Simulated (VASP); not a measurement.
A run of VASP 6.6.1:

The input INCAR:

```
PREC     = Accurate       # precision mode
ENCUT    = 520            # plane-wave cutoff, eV
EDIFF    = 1E-7           # SCF threshold, eV
ISMEAR   = 0              # smearing method
SIGMA    = 0.05           # smearing width, eV
LREAL    = F              # projectors in reciprocal space
LASPH    = T              # aspherical terms in the spheres
NELM     = 100            # most SCF steps
ALGO     = Normal         # electronic algorithm
ISIF     = 2              # what is computed and relaxed
LWAVE    = F              # write WAVECAR
LCHARG   = T              # write CHGCAR
GGA      = PS             # functional
LELF     = T              # ELF
LVHAR    = T            
NBANDS   = 10             # bands
```

File KPOINTS:

```
Automatic mesh
0
Gamma
  6 6 6
```

POSCAR

```
H
1.0
    2.7021858213     -2.6439119613      0.0000000000
    2.7021858213      2.6439119613      0.0000000000
    0.0000000000      0.0000000000      4.0796907300
H
4
Direct
    0.9532956300      0.0467043700      0.0685088900
    0.4532956300      0.5467043700      0.4314911100
    0.5467043700      0.4532956300      0.5685088900
    0.0467043700      0.9532956300      0.9314911100
```

Potentials or basis: VASP PAW PBE potentials, release 64 (H).

Command:

```sh
$ cat potpaw_PBE.64/H/POTCAR > POTCAR
$ mpirun -np 1 vasp_std > vasp.out
```

Hardware: 1 thread of Intel(R) Xeon(R) Platinum 8375C CPU @ 2.90GHz (Ice Lake), with other jobs on the host.

Task: How long does it take, and how much memory?

Result: Wall time 14 s on 1 thread of Intel(R) Xeon(R) Platinum 8375C CPU @ 2.90GHz (Ice Lake), on a shared host, peak memory 0.16 GiB. Counts: scf iterations 13, k points 52.
